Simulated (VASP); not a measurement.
# SrAlO4 (P4/mmm) in VASP: a series of runs, part 2 of 2

VASP 6.6.1. The steps go on from the part before.

### 4 Single point, PBE, collinear spin, ferromagnetic start

INCAR reads:

```
SYSTEM = SrAlO4
ALGO = Normal
EDIFF = 1E-6
ENCUT = 520
GGA = PE
ISIF = 2
ISMEAR = 0
ISPIN = 2
LASPH = .True.
LCHARG = .True.
LELF = .True.
LORBIT = 11
LREAL = .False.
LVHAR = .True.
LWAVE = .False.
MAGMOM = 0 0 1 1 1 1
NBANDS = 32
NELM = 150
PREC = Accurate
SIGMA = 0.1
```

KPOINTS reads:

```
k-points
0
Gamma
  4 4 4
  0 0 0
```

POSCAR reads:

```
SrAlO4
1.0
    3.7620000000      0.0000000000      0.0000000000
    0.0000000000      3.7620000000      0.0000000000
    0.0000000000      0.0000000000      6.2494897400
Sr Al O
1 1 4
Direct
    0.5000000000      0.5000000000      0.5000000000
    0.0000000000      0.0000000000      0.0000000000
    0.0000000000      0.0000000000      0.6959751800
    0.5000000000      0.0000000000      0.0000000000
    0.0000000000      0.5000000000      0.0000000000
    0.0000000000      0.0000000000      0.3040248200
```

Potentials or basis: VASP PAW PBE potentials, release 64 (Sr_sv, Al, O).

The run is started by

```
$ cat potpaw_PBE.64/Sr_sv/POTCAR potpaw_PBE.64/Al/POTCAR potpaw_PBE.64/O/POTCAR > POTCAR
$ mpirun -np 1 vasp_std > vasp.out
```

OUTCAR:

```text
SYSTEM = SrAlO4
   EDIFF = 1E-6
   ENCUT = 520
   GGA = PE
   ISIF = 2
   ISMEAR = 0
   ISPIN = 2
   LASPH = .True.
   LORBIT = 11
   LREAL = .False.
   NELM = 150
   PREC = Accurate

 ion  position               nearest neighbor table
   1  0.500  0.500  0.500-   3 2.93   6 2.93   3 2.93   6 2.93   3 2.93   6 2.93   3 2.93   6 2.93
                             2 4.10   2 4.10   2 4.10   2 4.10   2 4.10   2 4.10   2 4.10   2 4.10
   2  0.000  0.000  0.000-   4 1.88   5 1.88   5 1.88   4 1.88   3 1.90   6 1.90   1 4.10   1 4.10
                             1 4.10   1 4.10   1 4.10   1 4.10   1 4.10   1 4.10
   3  0.000  0.000  0.696-   2 1.90   1 2.93   1 2.93   1 2.93   1 2.93
   4  0.500  0.000  0.000-   2 1.88   2 1.88
   5  0.000  0.500  0.000-   2 1.88   2 1.88
   6  0.000  0.000  0.304-   2 1.90   1 2.93   1 2.93   1 2.93   1 2.93

  LATTYP: Found a simple tetragonal cell.
 ALAT       =     3.7620000000
 C/A-ratio  =     1.6612147103

  Lattice vectors:

 A1 = (   3.7620000000,   0.0000000000,   0.0000000000)
 A2 = (   0.0000000000,   3.7620000000,   0.0000000000)
 A3 = (   0.0000000000,   0.0000000000,   6.2494897400)

Analysis of symmetry for initial positions (statically):
=====================================================================
 Subroutine PRICEL returns:
 Original cell was already a primitive cell.

 Routine SETGRP: Setting up the symmetry group for a
 simple tetragonal supercell.

 Subroutine GETGRP returns: Found 16 space group operations
 (whereof 16 operations were pure point group operations)
 out of a pool of 16 trial point group operations.

The static configuration has the point symmetry D_4h.

Analysis of symmetry for dynamics (positions and initial velocities):
=====================================================================
 Subroutine PRICEL returns:
 Original cell was already a primitive cell.

 Routine SETGRP: Setting up the symmetry group for a
 simple tetragonal supercell.

 Subroutine GETGRP returns: Found 16 space group operations
[... 178 lines left out ...]
      1     -32.8050      1.00000
      2     -17.1799      1.00000
      3     -15.4594      1.00000
      4     -15.3732      1.00000
      5     -15.1547      1.00000
      6     -14.5886      1.00000
[... 583 lines left out ...]
     29      12.0307      0.00000
     30      13.5467      0.00000
 Fermi energy:         1.2825797924

 spin component 2

 k-point     1 :       0.0000    0.0000    0.0000
  band No.  band energies     occupation
      1     -32.8114      1.00000
      2     -16.0288      1.00000
      3     -14.9945      1.00000
      4     -14.5972      1.00000
      5     -14.5972      1.00000
      6     -14.0584      1.00000
[... 583 lines left out ...]
     29      12.3724      0.00000
     30      13.7979      0.00000
 [bands above 30 left out]

------------------------ aborting loop because EDIFF is reached ----------------------------------------

  FORCE on cell =-STRESS in cart. coord.  units (eV):
  Direction    XX          YY          ZZ          XY          YZ          ZX
  --------------------------------------------------------------------------------------
  -------------------------------------------------------------------------------------
  Total       -4.5134391     -4.5134391     -3.7299084      0.0000000      0.0000000      0.0000000
  in kB      -81.7590857    -81.7590857    -67.5657505      0.0000000      0.0000000      0.0000000
  external PRESSURE =     -77.0279740 kB  Pullay stress =       0.0000000 kB

 VOLUME and BASIS-vectors are now :
 -----------------------------------------------------------------------------
  energy-cutoff  :      520.00
  volume of cell :       88.45
      direct lattice vectors                 reciprocal lattice vectors
     3.762000000  0.000000000  0.000000000     0.265816055  0.000000000  0.000000000
     0.000000000  3.762000000  0.000000000     0.000000000  0.265816055  0.000000000
     0.000000000  0.000000000  6.249489740     0.000000000  0.000000000  0.160013064

 POSITION                                       TOTAL-FORCE (eV/Angst)
 -----------------------------------------------------------------------------------
      1.88100      1.88100      3.12474        -0.000000      0.000000      0.000000
      0.00000      0.00000      0.00000        -0.000000      0.000000      0.000000
      0.00000      0.00000      4.34949         0.000000     -0.000000     -0.298247
      1.88100      0.00000      0.00000        -0.000000      0.000000      0.000000
      0.00000      1.88100      0.00000        -0.000000      0.000000      0.000000
      0.00000      0.00000      1.90000         0.000000      0.000000      0.298247
 -----------------------------------------------------------------------------------
    total drift:                                0.000000      0.000000     -0.000000

  FREE ENERGIE OF THE ION-ELECTRON SYSTEM (eV)
  ---------------------------------------------------
  free  energy   TOTEN  =       -35.0047141540 eV

  energy  without entropy=      -34.9922544489  energy(sigma->0) =      -34.99848430

 total charge

# of ion       s       p       d       tot
------------------------------------------
    1        1.990   5.757   0.112   7.859
    2        0.305   0.398   0.000   0.703
    3        1.578   3.300   0.000   4.878
    4        1.585   3.324   0.000   4.909
    5        1.585   3.324   0.000   4.909
    6        1.578   3.300   0.000   4.878
--------------------------------------------------
tot          8.622  19.402   0.112  28.136

 magnetization (x)

# of ion       s       p       d       tot
------------------------------------------
    1       -0.002  -0.001  -0.005  -0.008
    2       -0.008  -0.008   0.000  -0.017
    3        0.008   0.550   0.000   0.557
    4        0.010   0.720   0.000   0.730
    5        0.010   0.720   0.000   0.730
    6        0.008   0.550   0.000   0.557
--------------------------------------------------
tot          0.024   2.531  -0.005   2.550
```

It took 1.9 min on 1 thread of Intel Xeon Platinum 8259CL at 2.50GHz (Skylake/Cascade Lake), shared host; peak memory 0.26 GiB.

Results:

```yaml
Free_energy: -35.0047 eV
Pressure: -7.7 GPa
Largest_force: 0.298 eV/Å
Band_gap_on_the_k_mesh: zero (filled and empty bands overlap)
Net_moment: 3.00 μB per cell
Site_moments: Sr -0.01; Al -0.02; O +0.56, +0.73 (each value once) μB
Valence_electrons_inside_the_program's_atomic_spheres: Sr 7.86; Al 0.70; O 4.88, 4.91 (each value once)
```

Forces on the atoms (eV/Å):
```
Sr   0.000  0.000  0.000
Al   0.000  0.000  0.000
O    0.000  0.000 -0.298
O    0.000  0.000  0.000
O    0.000  0.000  0.000
O    0.000  0.000  0.298
```

Stress tensor (GPa, compression positive):
```
-8.18  0.00  0.00
 0.00 -8.18  0.00
 0.00  0.00 -6.76
```

Caveat: the k points lie up to 0.42 Å⁻¹ apart, too coarse for converged energies and pressures of a metal.

### 5 Single point, PBE, collinear spin, ferromagnetic start

This run uses another cell than the first one, of 13.05 Å³/atom.

INCAR reads:

```
SYSTEM = SrAlO4
PREC = Accurate
ENCUT = 520
EDIFF = 1E-6
ISMEAR = 0
SIGMA = 0.1
LREAL = .FALSE.
LASPH = .TRUE.
NELM = 150
ALGO = Normal
ISIF = 2
LWAVE = .FALSE.
LCHARG = .TRUE.
ISPIN = 2
MAGMOM = 0 0 0.71 0.71 0.71 0.71
LORBIT = 11
GGA = PE
LELF = .TRUE.
LVHAR = .TRUE.
NBANDS = 32
```

KPOINTS reads:

```
Automatic mesh
0
G
  6 6 4
  0 0 0
```

POSCAR reads:

```
SrAlO4
1.0
    3.6396610739      0.0000000000      0.0000000000
    0.0000000000      3.6396610739      0.0000000000
    0.0000000000      0.0000000000      5.9110585429
Sr Al O
1 1 4
Direct
    0.5000000000      0.5000000000      0.5000000000
    0.0000000000      0.0000000000      0.0000000000
    0.0000000000      0.0000000000      0.6723964782
    0.5000000000      0.0000000000      0.0000000000
    0.0000000000      0.5000000000      0.0000000000
    0.0000000000      0.0000000000      0.3276035218
```

The run is started by

```
$ cat potpaw_PBE.64/Sr_sv/POTCAR potpaw_PBE.64/Al/POTCAR potpaw_PBE.64/O/POTCAR > POTCAR
$ mpirun -np 1 vasp_std > vasp.out
```

Run time: 2.9 min. Hardware: 1 thread of Intel Xeon Platinum 8259CL at 2.50GHz (Skylake/Cascade Lake), shared host; peak memory 0.29 GiB.

Results (log left out):

```
Free energy                                           : -35.3122 eV
Pressure                                              : 0.2 GPa
Largest force                                         : 0.003 eV/Å
Net moment                                            : 2.95 μB per cell
Site moments                                          : Sr -0.01; Al +0.01; O +0.62, +0.64 (each value once) μB
Valence electrons inside the program's atomic spheres : Sr 7.92; Al 0.74; O 4.89, 4.97 (each value once)
```

Forces in eV/Å, atoms in the order of the input:
```
Sr   0.000  0.000  0.000
Al   0.000  0.000  0.000
O    0.000  0.000 -0.003
O    0.000  0.000  0.000
O    0.000  0.000  0.000
O    0.000  0.000  0.003
```

Stress tensor (GPa, compression positive):
```
 0.23  0.00  0.00
 0.00  0.23  0.00
 0.00  0.00 -0.01
```

Levels at points of the mesh, in eV from the Fermi level:
Spin up:
| k point | band 18 | band 19 | band 20 | band 21 | band 22 | band 23 |
| --- | --- | --- | --- | --- | --- | --- |
| (0.00, 0.00, 0.00) | -1.13 | -1.13 | 0.02 | 4.15 | 5.07 | 6.47 |
| (0.50, 0.00, 0.00) | -1.18 | -0.37 | -0.29 | 6.10 | 6.56 | 6.99 |
| (0.50, 0.50, 0.00) | -0.53 | -0.53 | -0.29 | 7.28 | 7.86 | 7.93 |
| (0.00, 0.00, 0.50) | -1.12 | -0.94 | -0.94 | 4.31 | 6.06 | 7.09 |
| (0.50, 0.00, 0.50) | -1.33 | -0.80 | -0.43 | 6.07 | 6.09 | 7.29 |
| (0.50, 0.50, 0.50) | -1.00 | -0.29 | -0.25 | 6.46 | 7.72 | 7.72 |
Spin down:
```
           k point  band 13  band 14  band 15  band 16  band 17  band 18  band 19  band 20  band 21  band 22
(0.00, 0.00, 0.00)    -0.85    -0.85    -0.53    -0.53    -0.30     0.28     0.28     1.71     4.11     5.23
(0.50, 0.00, 0.00)    -2.00    -1.62    -1.35    -0.97    -0.79    -0.29     0.76     1.33     6.21     6.71
(0.50, 0.50, 0.00)    -2.26    -1.56    -1.56    -1.45     0.61     0.61     0.64     1.48     7.43     8.05
(0.00, 0.00, 0.50)    -1.24    -0.95    -0.36    -0.08    -0.08     0.27     0.27     0.47     4.33     6.37
(0.50, 0.00, 0.50)    -1.79    -1.31    -0.81    -0.47    -0.32    -0.26     0.12     1.16     6.15     6.17
(0.50, 0.50, 0.50)    -2.68    -1.45    -1.15    -1.15     0.13     0.13     1.41     1.48     6.46     7.88
```

### 6 Relaxation of cell and atoms, PBE, collinear spin, ferromagnetic start

INCAR reads:

```
PREC = Accurate
ENCUT = 600
EDIFF = 1E-7
ISMEAR = 0
SIGMA = 0.1
LREAL = False
LASPH = True
NELM = 150
ALGO = Normal
ISIF = 3
LWAVE = False
LCHARG = False
ISPIN = 2
MAGMOM = 0 0 1 1 1 1
LORBIT = 11
GGA = PE
IBRION = 2
NSW = 90
EDIFFG = -0.04
```

KPOINTS reads:

```
regular mesh
0
Gamma
  4 4 4
```

POSCAR reads:

```
SrAlO4
1.0
    3.7620000000      0.0000000000      0.0000000000
    0.0000000000      3.7620000000      0.0000000000
    0.0000000000      0.0000000000      6.2494897400
Sr Al O
1 1 4
Direct
    0.5000000000      0.5000000000      0.5000000000
    0.0000000000      0.0000000000      0.0000000000
    0.0000000000      0.0000000000      0.6959751800
    0.5000000000      0.0000000000      0.0000000000
    0.0000000000      0.5000000000      0.0000000000
    0.0000000000      0.0000000000      0.3040248200
```

Potentials or basis: VASP PAW PBE potentials, release 64 (Sr_sv, Al, O).

The run is started by

```
$ cat potpaw_PBE.64/Sr_sv/POTCAR potpaw_PBE.64/Al/POTCAR potpaw_PBE.64/O/POTCAR > POTCAR
$ mpirun -np 1 vasp_std > vasp.out
```

It took 12 min on 1 thread of Intel Xeon Platinum 8259CL at 2.50GHz (Skylake/Cascade Lake), shared host; peak memory 0.29 GiB.

It converged, with:

```
Free energy                                           : -35.3518 eV
Relaxed volume                                        : 12.99 Å³/atom
Relaxed cell                                          : a = 3.640 Å, b = 3.640 Å, c = 5.881 Å, α = 90.00°, β = 90.00°, γ = 90.00°
Space group after relaxing (to 0.1 Å)                 : P4/mmm (No. 123)
Energy gained by relaxing                             : 56.9 meV/atom
Ionic steps                                           : 8
Pressure after relaxing                               : 0.3 GPa
Largest force after relaxing                          : 0.009 eV/Å
Net moment                                            : 2.90 μB per cell
Site moments                                          : Sr -0.01; Al +0.01; O +0.64, +0.61 (each value once) μB
Valence electrons inside the program's atomic spheres : Sr 7.92; Al 0.74; O 4.89, 4.97 (each value once)
```

Forces in eV/Å, atoms in the order of the input:
```
Sr   0.000  0.000  0.000
Al   0.000  0.000  0.000
O    0.000  0.000  0.009
O    0.000  0.000  0.000
O    0.000  0.000  0.000
O    0.000  0.000 -0.009
```

Stress tensor (GPa, compression positive):
```
0.27 0.00 0.00
0.00 0.27 0.00
0.00 0.00 0.43
```

Step by step:
| step | energy change (eV) | largest force (eV/Å) | pressure (GPa) | volume (Å³) |
| --- | --- | --- | --- | --- |
| 1 | 0.0000 | 0.2977 | -7.82 | 88.45 |
| 2 | -0.2235 | 0.8925 | 1.30 | 79.56 |
| 3 | -0.2252 | 0.8479 | 0.47 | 80.19 |
| 4 | -0.2797 | 0.5070 | 0.42 | 79.36 |
| 5 | -0.3179 | 0.0921 | 0.78 | 78.14 |
| 6 | -0.3384 | 0.0884 | -0.77 | 78.78 |
| 7 | -0.3384 | 0.0951 | -0.82 | 78.80 |
| 8 | -0.3412 | 0.0086 | 0.32 | 77.93 |

Final structure:
```
Sr Al O
1.0
     3.64031    0.00000    0.00000
     0.00000    3.64031    0.00000
     0.00000    0.00000    5.88083
Sr Al O
1 1 4
Direct
  0.50000 0.50000 0.50000
  0.00000 0.00000 0.00000
  0.00000 0.00000 0.67360
  0.50000 0.00000 0.00000
  0.00000 0.50000 0.00000
  0.00000 0.00000 0.32640
```

Levels at points of the mesh, in eV from the Fermi level:
Spin up:
| k point | band 18 | band 19 | band 20 | band 21 | band 22 | band 23 |
| --- | --- | --- | --- | --- | --- | --- |
| (0.00, 0.00, 0.00) | -0.88 | -0.88 | -0.03 | 4.14 | 5.11 | 6.48 |
| (0.50, 0.00, 0.00) | -1.24 | -0.38 | -0.33 | 6.10 | 6.57 | 7.03 |
| (0.50, 0.50, 0.00) | -0.52 | -0.52 | 0.02 | 7.36 | 7.84 | 7.93 |
| (0.00, 0.00, 0.50) | -1.05 | -0.85 | -0.85 | 4.31 | 6.06 | 7.14 |
| (0.50, 0.00, 0.50) | -1.32 | -0.82 | -0.45 | 6.06 | 6.10 | 7.32 |
| (0.50, 0.50, 0.50) | -0.99 | -0.28 | 0.02 | 6.51 | 7.71 | 7.71 |
Spin down:
```tsv
k point	band 13	band 14	band 15	band 16	band 17	band 18	band 19	band 20	band 21	band 22
(0.00, 0.00, 0.00)	-0.84	-0.84	-0.56	-0.56	-0.17	0.32	0.32	1.70	4.10	5.27
(0.50, 0.00, 0.00)	-1.95	-1.51	-1.33	-0.94	-0.76	-0.32	0.84	1.32	6.21	6.74
(0.50, 0.50, 0.00)	-2.23	-1.57	-1.57	-1.33	0.61	0.71	0.71	1.48	7.47	8.04
(0.00, 0.00, 0.50)	-1.27	-0.87	-0.23	-0.08	-0.08	0.31	0.31	0.43	4.33	6.38
(0.50, 0.00, 0.50)	-1.81	-1.30	-0.78	-0.36	-0.32	-0.14	0.12	1.14	6.16	6.17
(0.50, 0.50, 0.50)	-2.66	-1.33	-1.17	-1.17	0.24	0.24	1.38	1.48	6.51	7.87
```

Caveat: the k points lie up to 0.43 Å⁻¹ apart in the final cell.

### 7 The runs side by side

```csv
task,spin,cell,k mesh,cutoff (eV),gap on the mesh (eV),pressure (GPa),moment (μB),largest force (eV/Å)
single point,off,"a = 3.762, b = 3.762, c = 6.249 Å, 6 atoms, atomic positions A",4 × 4 × 4,520,none,-8.7,-,0.20
single point,"collinear, ferromagnetic start","a = 3.644, b = 3.644, c = 5.902 Å, 6 atoms, atomic positions B",4 × 4 × 4,520,none,0.0,2.92,0.01
single point,"collinear, ferromagnetic start","a = 3.762, b = 3.762, c = 6.249 Å, 6 atoms, atomic positions A",4 × 4 × 4,520,none,-7.7,3.00,0.30
single point,"collinear, ferromagnetic start","a = 3.640, b = 3.640, c = 5.911 Å, 6 atoms, atomic positions B",6 × 6 × 4,520,none,0.2,2.95,-
relaxation of cell and atoms,"collinear, ferromagnetic start","relaxed from a = 3.762, b = 3.762, c = 6.249 Å, 6 atoms, atomic positions A",4 × 4 × 4,600,none,0.3,2.90,0.01
```

Alike in all rows: level PBE; potentials or basis VASP PAW PBE potentials, release 64 (Sr_sv, Al, O); smearing gaussian 0.1 eV.

Caveats: some runs use coarse meshes; an odd number of electrons without spin polarisation forces a metal (at least some runs); a magnetic or distorted state may lie lower (at least some runs).

Total energies depend on the potentials used, so only differences within one code and one set of settings carry meaning.
